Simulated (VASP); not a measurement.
The system is Tc.

```xyz
2
Lattice="2.7200 0.0000 0.0000 -1.3600 2.3556 0.0000 0.0000 0.0000 4.4418" Properties=species:S:1:pos:R:3 pbc="T T T"
Tc    0.0000    1.5704    1.1104
Tc    1.3600    0.7852    3.3313
```

| Quantity | Value |
| --- | --- |
| Program | VASP 6.6.1 |
| Task | relaxation of cell and atoms |
| Functional | r2SCAN |
| Potentials or basis | VASP PAW PBE potentials, release 64 (Tc_pv) |
| Cutoff | 600 eV |
| k mesh | 9 × 9 × 5 |
| Occupations | fermi-dirac, width 0.05 eV |
| Spin | no spin polarisation |

At the start: pressure 0.5 GPa; volume 14.23 Å³/atom.

Task: How do energy, volume and symmetry change on relaxing?

Result: Over 6 steps the energy falls by 4.6 meV/atom and the volume is 14.25 Å³/atom (+0.2 %); space group P6_3/mmc (No. 194, to 0.1 Å) before and after.

The path:
| step | energy change (eV) | largest force (eV/Å) | pressure (GPa) | volume (Å³) |
| --- | --- | --- | --- | --- |
| 1 | 0.0000 | 0.0000 | 0.51 | 28.46 |
| 2 | -0.0007 | 0.0000 | -1.30 | 28.63 |
| 3 | -0.0091 | 0.0000 | -0.54 | 28.55 |
| 4 | -0.0091 | 0.0000 | -0.56 | 28.55 |
| 5 | -0.0085 | 0.0000 | 1.50 | 28.37 |
| 6 | -0.0091 | 0.0000 | -0.01 | 28.50 |

Final structure:
```
Tc
1.0
     2.73865    0.00000    0.00000
    -1.36932    2.37174    0.00000
     0.00000    0.00000    4.38820
Tc
2
Direct
  0.33333 0.66667 0.25000
  0.66667 0.33333 0.75000
```

Caveat: the PAW data sets were made with another functional, which shifts forces and pressure a little.
